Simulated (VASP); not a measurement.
# Rh (P6_3/mmc) in VASP: single point with PBEsol

Aim: the single point of Rh with PBEsol.

Program: VASP 6.6.1. These are calculated values, not measurements. Logs are shortened: lines on timing, memory, paths and dates and some standing lists are left out, and cuts for length are marked.

## (1) The cell of the first run

Symmetry: P6_3/mmc, No. 194, hexagonal system. The conventional cell has a = 2.676 Å, b = 2.676 Å, c = 8.728 Å, α = 90.00°, β = 90.00°, γ = 120.00°. Within 3.5 Å of Rh (site symmetry -3m) lie 12 Rh at 2.67 to 2.68 Å. Rh (site symmetry -6m2) has 12 Rh at 2.67 to 2.68 Å within 3.5 Å.

This isn't the form of Rh at room conditions, which is fcc.

## (2) Single point, PBEsol

The input, INCAR:

```
SYSTEM = Rh
PREC = Accurate
ENCUT = 500
EDIFF = 1E-6
ISMEAR = 0
SIGMA = 0.15
LREAL = .FALSE.
LASPH = .TRUE.
NELM = 120
ALGO = Normal
ISIF = 2
LWAVE = .FALSE.
LCHARG = .FALSE.
GGA = PS
NBANDS = 70
GGA_COMPAT = .FALSE.
```

The input, KPOINTS:

```
Automatic mesh
0
G
  16 16 3
  0 0 0
```

The input, POSCAR:

```
Rh
1.0
   -2.6755648902      0.0000000000      0.0000000000
   -1.3377824451     -2.3171071644      0.0000000000
    0.0000000000      0.0000000000     17.4550219417
Rh
8
Direct
    0.0000000000      1.0000000000      0.0000000000
    0.0000000000      1.0000000000      0.5000000000
    0.3333333333      0.3333333333      0.1250000000
    0.3333333333      0.3333333333      0.6250000000
    0.0000000000      0.0000000000      0.2500000000
    0.0000000000      0.0000000000      0.7500000000
    0.6666666667      0.6666666667      0.3750000000
    0.6666666667      0.6666666667      0.8750000000
```

Potentials or basis: VASP PAW PBE potentials, release 64 (Rh_pv).

On the command line:

```
> cat potpaw_PBE.64/Rh_pv/POTCAR > POTCAR
> mpirun -np 1 vasp_std > vasp.out
```

OUTCAR:

```text
SYSTEM = Rh
   PREC = Accurate
   ENCUT = 500
   EDIFF = 1E-6
   ISMEAR = 0
   LREAL = .FALSE.
   LASPH = .TRUE.
   NELM = 120
   ISIF = 2
   GGA = PS

 ion  position               nearest neighbor table
   1  0.000  0.000  0.000-   3 2.67   8 2.67   8 2.67   3 2.67   3 2.67   8 2.67
   2  0.000  0.000  0.500-   4 2.67   7 2.67   7 2.67   4 2.67   4 2.67   7 2.67
   3  0.333  0.333  0.125-   1 2.67   5 2.67   1 2.67   5 2.67   1 2.67   5 2.67
   4  0.333  0.333  0.625-   2 2.67   6 2.67   2 2.67   6 2.67   2 2.67   6 2.67
   5  0.000  0.000  0.250-   3 2.67   7 2.67   7 2.67   3 2.67   3 2.67   7 2.67
   6  0.000  0.000  0.750-   4 2.67   8 2.67   8 2.67   4 2.67   4 2.67   8 2.67
   7  0.667  0.667  0.375-   2 2.67   5 2.67   2 2.67   5 2.67   2 2.67   5 2.67
   8  0.667  0.667  0.875-   1 2.67   6 2.67   1 2.67   6 2.67   1 2.67   6 2.67
[... 7 lines left out ...]
 A1 = (   1.3377824451,   2.3171071644,   0.0000000000)
 A2 = (  -2.6755648902,   0.0000000000,   0.0000000000)
 A3 = (   0.0000000000,   0.0000000000,  17.4550219417)

Analysis of symmetry for initial positions (statically):
=====================================================================
 Subroutine PRICEL returns following result:

  LATTYP: Found a hexagonal cell.
 ALAT       =     2.6755648902
 C/A-ratio  =     3.2619320887

  Lattice vectors:

 A1 = (   1.3377824451,   2.3171071644,   0.0000000000)
 A2 = (  -2.6755648902,   0.0000000000,   0.0000000000)
 A3 = (   0.0000000000,   0.0000000000,   8.7275109709)

   2 primitive cells build up your supercell.

 Routine SETGRP: Setting up the symmetry group for a
 hexagonal supercell.

 Subroutine GETGRP returns: Found 24 space group operations
 (whereof 12 operations were pure point group operations)
 out of a pool of 24 trial point group operations.

The static configuration has the point symmetry D_3d.
 The point group associated with its full space group is D_6h.

Analysis of symmetry for dynamics (positions and initial velocities):
=====================================================================
 Subroutine PRICEL returns following result:

  LATTYP: Found a hexagonal cell.
 ALAT       =     2.6755648902
 C/A-ratio  =     3.2619320887

  Lattice vectors:

 A1 = (   1.3377824451,   2.3171071644,   0.0000000000)
 A2 = (  -2.6755648902,   0.0000000000,   0.0000000000)
 A3 = (   0.0000000000,   0.0000000000,   8.7275109709)

   2 primitive cells build up your supercell.

[... 103 lines left out ...]
   PREC   = accura    normal or accurate (medium, high low for compatibility)
   ISTART =      0    job   : 0-new  1-cont  2-samecut
   ICHARG =      2    charge: 1-file 2-atom 10-const
   ISPIN  =      1    spin polarized calculation?
   LNONCOLLINEAR =      F non collinear calculations
   LSORBIT =      F    spin-orbit coupling
   LASPH  =      T    aspherical Exc in radial PAW
   ENCUT  =  500.0 eV  36.75 Ry    6.06 a.u.   4.88  4.88 31.82*2*pi/ulx,y,z
   NELM   =    120;   NELMIN=  2; NELMDL= -5     # of ELM steps
   EDIFF  = 0.1E-05   stopping-criterion for ELM
   LREAL  =      F    real-space projection
[... 7 lines left out ...]
   TEBEG  =    0.0;   TEEND  =   0.0 temperature during run
   PSTRESS=    0.0 pullay stress
   NELECT =     120.0000    total number of electrons
   NUPDOWN=      -1.0000    fix difference up-down
   EMIN   =  10.00;   EMAX   =-10.00  energy-range for DOS
   EFERMI =   0.00;   METHOD = LEGACY
   ISMEAR =     0;   SIGMA  =   0.15  broadening in eV -4-tet -1-fermi 0-gaus
   EFERMI_NEDOS =   21; number of points for ismear=-14 and -15
   IALGO  =     38    algorithm
   IMIX   =      4    mixing-type and parameters
     AMIX     =   0.40;   BMIX     =  1.00
     AMIX_MAG =   1.60;   BMIX_MAG =  1.00
  volume/ion in A,a.u.               =      13.53        91.28
  Fermi-wavevector in a.u.,A,eV,Ry     =   1.694499  3.202138 39.066761  2.871326
  Thomas-Fermi vector in A             =   2.775713
   LORBIT       =      0    0 simple, 1 ext, 2 COOP (PROOUT), +10 PAW based schemes
   GGA     = PS    functional components
   LHFCALC =     F    Hartree Fock is set to
   AEXX    =    0.0000 exact exchange contribution
   IVDW    =     0    specifies the selected vdW correction
   LEPSILON=     F    determine dielectric tensor
   LRPA    =     F    only Hartree local field effects (RPA)
 non-spin polarized calculation
 Gauss-broadening in eV      SIGMA  =   0.15
  energy-cutoff  :      500.00
  volume of cell :      108.21
 maximum number of plane-waves:      2794
   NGX =  9   NGY =  9   NGZ = 63

 number of electron     120.0000047 magnetization

 Free energy of the ion-electron system (eV)
  ---------------------------------------------------
  ext. energy  EPLUGINS =         0.00000000
  ---------------------------------------------------
  free energy    TOTEN  =       -65.00843362 eV

  energy without entropy =      -64.88626033  energy(sigma->0) =      -64.94734698

 E-fermi :  12.0872     XC(G=0): -14.3228

 val. band max:       12.0854912611   @ k =   0.3750   0.1875   0.0000
 cond. band min:      12.0896656974   @ k =  -0.3750   0.2500   0.3333
 fundamental gap:      0.0041744363
 Fermi energy:        12.0872105080

 k-point     1 :       0.0000    0.0000    0.0000
  band No.  band energies     occupation
      1     -35.0834      2.00000
      2     -34.9726      2.00000
      3     -34.9726      2.00000
      4     -34.7024      2.00000
      5     -34.6978      2.00000
      6     -34.4201      2.00000
[... 1741 lines left out ...]
     69      15.1054      0.00000
     70      17.7879      0.00000

 [... further k-points ...]
[... 5 lines left out ...]
  --------------------------------------------------------------------------------------
  -------------------------------------------------------------------------------------
  Total        0.1128346      0.1128346     -0.1527310      0.0000000      0.0000000     -0.0000000
  in kB        1.6705944      1.6705944     -2.2612868      0.0000000      0.0000000     -0.0000000
  external PRESSURE =       0.3599673 kB  Pullay stress =       0.0000000 kB

 VOLUME and BASIS-vectors are now :
 -----------------------------------------------------------------------------
  energy-cutoff  :      500.00
  volume of cell :      108.21
      direct lattice vectors                 reciprocal lattice vectors
    -2.675564890  0.000000000  0.000000000    -0.373752849  0.215786308  0.000000000
    -1.337782445 -2.317107164  0.000000000     0.000000000 -0.431572616  0.000000000
     0.000000000  0.000000000 17.455021942     0.000000000  0.000000000  0.057290103

 POSITION                                       TOTAL-FORCE (eV/Angst)
 -----------------------------------------------------------------------------------
      0.00000      0.00000      0.00000        -0.000000     -0.000000     -0.000000
      0.00000      0.00000      8.72751        -0.000000     -0.000000     -0.000000
     -1.33778     -0.77237      2.18188        -0.000000     -0.000000     -0.000000
     -1.33778     -0.77237     10.90939        -0.000000     -0.000000      0.000000
      0.00000      0.00000      4.36376        -0.000000     -0.000000     -0.000000
      0.00000      0.00000     13.09127        -0.000000     -0.000000     -0.000000
     -2.67556     -1.54474      6.54563         0.000000     -0.000000      0.000000
     -2.67556     -1.54474     15.27314         0.000000      0.000000      0.000000
 -----------------------------------------------------------------------------------
    total drift:                                0.000000      0.000000      0.000000

  FREE ENERGIE OF THE ION-ELECTRON SYSTEM (eV)
  ---------------------------------------------------
  free  energy   TOTEN  =       -65.0084336204 eV

  energy  without entropy=      -64.8862603330  energy(sigma->0) =      -64.94734698
```

stdout:

```text
POSCAR found type information on POSCAR Rh
 POSCAR found :  1 types and       8 ions
 scaLAPACK will be used
 -----------------------------------------------------------------------------
|                                                                             |
|                                                                             |
|     You enforced a specific xc type in the INCAR file but a different       |
|     I HOPE YOU KNOW WHAT YOU ARE DOING!                                     |
|                                                                             |
 -----------------------------------------------------------------------------

 LDA part: xc-table for (Slater+PW92), standard interpolation
 POSCAR, INCAR and KPOINTS ok, starting setup
 FFT: planning ... GRIDC
 FFT: planning ... GRID_SOFT
 FFT: planning ... GRID
 WAVECAR not read
 entering main loop
```

It took 4.1 min on 1 thread of Intel Xeon 6975P-C (Granite Rapids), shared host; peak memory 0.4 GiB.

Results:

```
Free energy            : -65.0084 eV
Pressure               : 0.0 GPa
Band gap on the k mesh : zero (bands 60 and 61 overlap by 2.04 eV)
```

Caveat: the PAW data sets were made with another functional, which shifts forces and pressure a little.
